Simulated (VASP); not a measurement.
# Pt (C2/m) in VASP: single point with r2SCAN

Aim: the single point of Pt with r2SCAN.

All numbers are computed with VASP 6.6.1; they aren't measurements. Logs are shortened: lines on timing, memory, paths and dates and some standing lists are left out, and cuts for length are marked.

**1. The cell of the first run**

The typed cell holds 2 atoms: a = 3.855 Å, b = 3.855 Å, c = 2.798 Å, α = 90.00°, β = 133.52°, γ = 90.00°.

**2. Single point, r2SCAN**

The input, POSCAR:

```
Pt
1.0
    3.8548809217      0.0000000000      0.0007351267
    0.0000000000      3.8548809918      0.0000000000
   -1.9270547581      0.0000000000      2.0282788719
Pt
2
Direct
    0.0000000000      0.0000000000      0.0000000000
    0.5000000000      0.5000000000      0.0000000000
```

The input, INCAR.step1:

```
SYSTEM = Pt
PREC = Accurate
ENCUT = 520
ISMEAR = 0
SIGMA = 0.1
LREAL = .False.
LASPH = .True.
NELM = 80
ISYM = 0
NBANDS = 17
GGA = PE
ALGO = Normal
EDIFF = 1E-4
LWAVE = .True.
LCHARG = .False.
```

The input, INCAR.step2:

```
SYSTEM = Pt
PREC = Accurate
ENCUT = 520
EDIFF = 1E-6
ISMEAR = 0
SIGMA = 0.1
LREAL = .False.
LASPH = .True.
NELM = 80
ALGO = Normal
ISIF = 2
LWAVE = .False.
LCHARG = .True.
METAGGA = R2SCAN
LMIXTAU = .True.
LELF = .True.
LVHAR = .True.
ISYM = 0
NBANDS = 17
ISTART = 1
```

The input, KPOINTS:

```
Automatic mesh
0
Gamma
  9 9 17
  0 0 0
```

Potentials or basis: VASP PAW PBE potentials, release 64 (Pt).

Started as:

```sh
$ cat potpaw_PBE.64/Pt/POTCAR > POTCAR
$ cp INCAR.step1 INCAR
$ mpirun -np 1 vasp_std > vasp.out
$ cp INCAR.step2 INCAR
$ mpirun -np 1 vasp_std > vasp.out
```

OUTCAR:

```text
SYSTEM = Pt
   PREC = Accurate
   ENCUT = 520
   EDIFF = 1E-6
   ISMEAR = 0
   LREAL = .False.
   LASPH = .True.
   NELM = 80
   ISIF = 2
   METAGGA = R2SCAN
   ISYM = 0
   ISTART = 1

 ion  position               nearest neighbor table
   1  0.000  0.000  0.000-   2 2.73   2 2.73   2 2.73   2 2.73   2 2.80   2 2.80   2 2.80   2 2.80

   2  0.500  0.500  0.000-   1 2.73   1 2.73   1 2.73   1 2.73   1 2.80   1 2.80   1 2.80   1 2.80

IMPORTANT INFORMATION: All symmetrisations will be switched off!
NOSYMM: (Re-)initialisation of all symmetry stuff for point group C_1.

----------------------------------------------------------------------------------------

                                     Primitive cell

  volume of cell :      30.1459

  direct lattice vectors                    reciprocal lattice vectors
     3.854880922  0.000000000  0.000735127     0.259364393  0.000000000  0.246420448
     0.000000000  3.854880992  0.000000000     0.000000000  0.259411381  0.000000000
    -1.927054758  0.000000000  2.028278872    -0.000094004  0.000000000  0.492939538

  length of vectors
     3.854880992  3.854880992  2.797758964     0.357760989  0.259411381  0.492939547

  position of ions in fractional coordinates (direct lattice)
     0.000000000  0.000000000  0.000000000
     0.500000000  0.500000000  1.000000000

  ion indices of the primitive-cell ions
   primitive index   ion index
                 1           1
                 2           2

----------------------------------------------------------------------------------------

 KPOINTS: Automatic mesh

Automatic generation of k-mesh.
 Grid dimensions read from file:
 generate k-points for:    9    9   17

 Generating k-lattice:

  Cartesian coordinates                     Fractional coordinates (reciprocal lattice)
     0.028818266  0.000000000  0.027380050     0.111111111  0.000000000  0.000000000
     0.000000000  0.028823487  0.000000000     0.000000000  0.111111111  0.000000000
    -0.000005530  0.000000000  0.028996443    -0.000000000  0.000000000  0.058823529

  Length of vectors
     0.039751221  0.028823487  0.028996444

  Shift w.r.t. Gamma in fractional coordinates (k-lattice)
     0.000000000  0.000000000  0.000000000

 Subroutine IBZKPT returns following result:
 ===========================================

 Found    689 irreducible k-points:

 Following reciprocal coordinates:
            Coordinates               Weight
  0.000000  0.000000  0.000000      1.000000
  0.111111  0.000000  0.000000      2.000000
  0.222222  0.000000  0.000000      2.000000
  0.333333  0.000000  0.000000      2.000000
  0.444444  0.000000  0.000000      2.000000
  0.000000  0.111111  0.000000      2.000000
[... 16 lines left out ...]
 -0.444444  0.222222 -0.000000      2.000000
  0.000000  0.333333  0.000000      2.000000
 [... further k-points ...]
   k-points           NKPTS =    689   k-points in BZ     NKDIM =    689   number of bands    NBANDS=     17
   number of dos      NEDOS =    301   number of ions     NIONS =      2
   total plane-waves  NPLWV =  21600
   dimension x,y,z NGX =    30 NGY =   30 NGZ =   24
   dimension x,y,z NGXF=    60 NGYF=   60 NGZF=   48
   ions per type =               2
   NGX,Y,Z   is equivalent  to a cutoff of  12.94, 12.94, 14.26 a.u.
   NGXF,Y,Z  is equivalent  to a cutoff of  25.88, 25.88, 28.52 a.u.
 SYSTEM =  Pt
   PREC   = accura    normal or accurate (medium, high low for compatibility)
   ISTART =      1    job   : 0-new  1-cont  2-samecut
   ICHARG =      0    charge: 1-file 2-atom 10-const
   ISPIN  =      1    spin polarized calculation?
   LNONCOLLINEAR =      F non collinear calculations
   LSORBIT =      F    spin-orbit coupling
   LASPH  =      T    aspherical Exc in radial PAW
   ENCUT  =  520.0 eV  38.22 Ry    6.18 a.u.   7.17  7.17  5.20*2*pi/ulx,y,z
   NELM   =     80;   NELMIN=  2; NELMDL=  0     # of ELM steps
   EDIFF  = 0.1E-05   stopping-criterion for ELM
   LREAL  =      F    real-space projection
   EDIFFG = 0.1E-04   stopping-criterion for IOM
   NSW    =      0    number of steps for IOM
   IBRION =     -1    ionic relax: 0-MD 1-quasi-New 2-CG
   NFREE  =      0    steps in history (QN), initial steepest desc. (CG)
   ISIF   =      2    stress and relaxation
   ISYM   =      0    0-nonsym 1-usesym 2-fastsym
   POTIM  = 0.5000    time-step for ionic-motion
   TEBEG  =    0.0;   TEEND  =   0.0 temperature during run
   PSTRESS=    0.0 pullay stress
   NELECT =      20.0000    total number of electrons
   NUPDOWN=      -1.0000    fix difference up-down
   EMIN   =  10.00;   EMAX   =-10.00  energy-range for DOS
   EFERMI =   0.00;   METHOD = LEGACY
   ISMEAR =     0;   SIGMA  =   0.10  broadening in eV -4-tet -1-fermi 0-gaus
   EFERMI_NEDOS =   21; number of points for ismear=-14 and -15
   IALGO  =     38    algorithm
   IMIX   =      4    mixing-type and parameters
     AMIX     =   0.40;   BMIX     =  1.00
     AMIX_MAG =   1.60;   BMIX_MAG =  1.00
  volume/ion in A,a.u.               =      15.07       101.72
  Fermi-wavevector in a.u.,A,eV,Ry     =   1.427826  2.698201 27.738036  2.038688
  Thomas-Fermi vector in A             =   2.547954
   LORBIT       =      0    0 simple, 1 ext, 2 COOP (PROOUT), +10 PAW based schemes
   METAGGA = R2SCAN    functional components
   LHFCALC =     F    Hartree Fock is set to
   AEXX    =    0.0000 exact exchange contribution
   IVDW    =     0    specifies the selected vdW correction
   LEPSILON=     F    determine dielectric tensor
   LRPA    =     F    only Hartree local field effects (RPA)
 non-spin polarized calculation
 Gauss-broadening in eV      SIGMA  =   0.10
  energy-cutoff  :      520.00
  volume of cell :       30.15
 maximum number of plane-waves:       829
 NGX is ok and might be reduce to    30
   NGX = 15   NGY = 15   NGZ = 11

 number of electron      19.9999997 magnetization

 Free energy of the ion-electron system (eV)
  ---------------------------------------------------
  ext. energy  EPLUGINS =         0.00000000
  ---------------------------------------------------
  free energy    TOTEN  =      -102.98344263 eV

  energy without entropy =     -102.96629161  energy(sigma->0) =     -102.97486712

 E-fermi :  11.0116     XC(G=0): -14.6364

 val. band max:       11.0089437590   @ k =  -0.3333   0.1111   0.2353
 cond. band min:      11.0120853123   @ k =  -0.4444   0.3333  -0.0588
 fundamental gap:      0.0031415534
 Fermi energy:        11.0115634571

 k-point     1 :       0.0000    0.0000    0.0000
  band No.  band energies     occupation
      1       0.5256      2.00000
      2       3.7444      2.00000
      3       4.1762      2.00000
      4       6.7059      2.00000
      5       7.3296      2.00000
      6       7.3327      2.00000
[... 9 lines left out ...]
     16      26.5541      0.00000
     17      30.8264      0.00000

 k-point     2 :       0.1111    0.0000    0.0000
  band No.  band energies     occupation
      1       0.8631      2.00000
      2       3.9648      2.00000
      3       4.4009      2.00000
      4       6.6833      2.00000
      5       7.3275      2.00000
      6       7.4790      2.00000
[... 9 lines left out ...]
     16      27.0663      0.00000
     17      30.1588      0.00000

 k-point     3 :       0.2222    0.0000    0.0000
  band No.  band energies     occupation
      1       1.8086      2.00000
      2       4.4318      2.00000
      3       5.1059      2.00000
      4       6.4799      2.00000
      5       7.5556      2.00000
      6       7.6691      2.00000
[... 9 lines left out ...]
     16      28.2531      0.00000
     17      28.2666      0.00000

 k-point     4 :       0.3333    0.0000    0.0000
  band No.  band energies     occupation
      1       3.1556      2.00000
      2       4.9809      2.00000
      3       5.9181      2.00000
      4       6.2319      2.00000
      5       7.3386      2.00000
      6       7.4458      2.00000
[... 9 lines left out ...]
     16      28.1677      0.00000
     17      28.4443      0.00000

 k-point     5 :       0.4444    0.0000    0.0000
  band No.  band energies     occupation
      1       4.5250      2.00000
      2       5.2639      2.00000
      3       6.2067      2.00000
      4       6.3907      2.00000
      5       6.5540      2.00000
      6       6.9251      2.00000
[... 9 lines left out ...]
     16      26.2863      0.00000
     17      29.6630      0.00000

 k-point     6 :       0.0000    0.1111    0.0000
  band No.  band energies     occupation
      1       0.7052      2.00000
      2       3.8188      2.00000
      3       4.2517      2.00000
      4       6.8077      2.00000
      5       7.2085      2.00000
      6       7.4059      2.00000
[... 9 lines left out ...]
     16      26.8295      0.00000
     17      30.9029      0.00000

 k-point     7 :       0.1111    0.1111    0.0000
  band No.  band energies     occupation
      1       1.0334      2.00000
      2       4.0390      2.00000
      3       4.4741      2.00000
      4       6.7419      2.00000
      5       7.2651      2.00000
      6       7.5201      2.00000
[... 9 lines left out ...]
     16      27.2928      0.00000
     17      29.5507      0.00000

 k-point     8 :      -0.1111    0.1111   -0.0000
  band No.  band energies     occupation
      1       1.0334      2.00000
      2       4.0390      2.00000
      3       4.4741      2.00000
      4       6.7419      2.00000
      5       7.2651      2.00000
      6       7.5201      2.00000
[... 9 lines left out ...]
     16      27.2928      0.00000
     17      29.5507      0.00000
[... 203 lines left out ...]
      1       2.3082      2.00000
      2       4.5465      2.00000
      3       5.4328      2.00000
      4       6.6809      2.00000
      5       7.2504      2.00000
      6       7.7777      2.00000
[... 9 lines left out ...]
     16      26.3993      0.00000
     17      28.3592      0.00000

 k-point    20 :       0.3333    0.2222    0.0000
  band No.  band energies     occupation
      1       3.1936      2.00000
      2       4.6490      2.00000
      3       6.1255      2.00000
      4       6.9793      2.00000
      5       7.1560      2.00000
      6       7.5486      2.00000
[... 9 lines left out ...]
     16      27.9631      0.00000
     17      28.2905      0.00000

 k-point    21 :      -0.3333    0.2222   -0.0000
  band No.  band energies     occupation
      1       3.1936      2.00000
      2       4.6490      2.00000
      3       6.1255      2.00000
      4       6.9793      2.00000
      5       7.1560      2.00000
      6       7.5486      2.00000
[... 9 lines left out ...]
     16      27.9631      0.00000
     17      28.2905      0.00000

 k-point    22 :       0.4444    0.2222    0.0000
  band No.  band energies     occupation
      1       3.8466      2.00000
      2       4.3332      2.00000
      3       6.5354      2.00000
      4       6.9340      2.00000
      5       7.4848      2.00000
      6       7.6080      2.00000
[... 9 lines left out ...]
     16      27.4675      0.00000
     17      28.4764      0.00000

 k-point    23 :      -0.4444    0.2222   -0.0000
  band No.  band energies     occupation
      1       3.8466      2.00000
      2       4.3332      2.00000
      3       6.5354      2.00000
      4       6.9340      2.00000
      5       7.4848      2.00000
      6       7.6080      2.00000
[... 9 lines left out ...]
     16      27.4675      0.00000
     17      28.4764      0.00000

 k-point    24 :       0.0000    0.3333    0.0000
  band No.  band energies     occupation
      1       2.0476      2.00000
      2       4.1217      2.00000
      3       4.8301      2.00000
      4       6.3775      2.00000
      5       7.6058      2.00000
      6       8.0097      2.00000
[... 9 lines left out ...]
     16      28.7957      0.00000
     17      29.8611      0.00000

 [... further k-points ...]

------------------------ aborting loop because EDIFF is reached ----------------------------------------

  FORCE on cell =-STRESS in cart. coord.  units (eV):
  Direction    XX          YY          ZZ          XY          YZ          ZX
  --------------------------------------------------------------------------------------
  -------------------------------------------------------------------------------------
  Total        1.4249066      1.3796603      0.1340701     -0.0000001     -0.0000001      0.0044861
  in kB       75.7301306     73.3254040      7.1254825     -0.0000041     -0.0000045      0.2384263
  external PRESSURE =      52.0603390 kB  Pullay stress =       0.0000000 kB

 VOLUME and BASIS-vectors are now :
 -----------------------------------------------------------------------------
  energy-cutoff  :      520.00
  volume of cell :       30.15
      direct lattice vectors                 reciprocal lattice vectors
     3.854880922  0.000000000  0.000735127     0.259364393  0.000000000  0.246420448
     0.000000000  3.854880992  0.000000000     0.000000000  0.259411381  0.000000000
    -1.927054758  0.000000000  2.028278872    -0.000094004  0.000000000  0.492939538

 POSITION                                       TOTAL-FORCE (eV/Angst)
 -----------------------------------------------------------------------------------
      0.00000      0.00000      0.00000         0.000000     -0.000000     -0.000000
      1.92744      1.92744      0.00037        -0.000000      0.000000      0.000000
 -----------------------------------------------------------------------------------
    total drift:                               -0.000000      0.000000     -0.000000

  FREE ENERGIE OF THE ION-ELECTRON SYSTEM (eV)
  ---------------------------------------------------
  free  energy   TOTEN  =      -102.9834426342 eV

  energy  without entropy=     -102.9662916084  energy(sigma->0) =     -102.97486712
```

Wall time 41 min (1 thread of Oxide Virtual Turin-like, shared host); peak memory 0.38 GiB.

What came out:

```yaml
Free_energy: -102.9834 eV
Pressure: 5.2 GPa
Band_gap_on_the_k_mesh: zero (bands 10 and 11 overlap by 2.07 eV)
```

Levels at points of the mesh, in eV from the Fermi level:
| k point | band 8 | band 9 | band 10 | band 11 | band 12 | band 13 |
| --- | --- | --- | --- | --- | --- | --- |
| (0.00, 0.00, 0.00) | -1.38 | -0.08 | 0.26 | 0.85 | 2.32 | 9.85 |

Caveat: the stress differs along the axes, from 1 to 8 GPa; the PAW data sets were made with another functional, which shifts forces and pressure a little; spin-orbit coupling is left out, which moves the levels of the heavy elements.
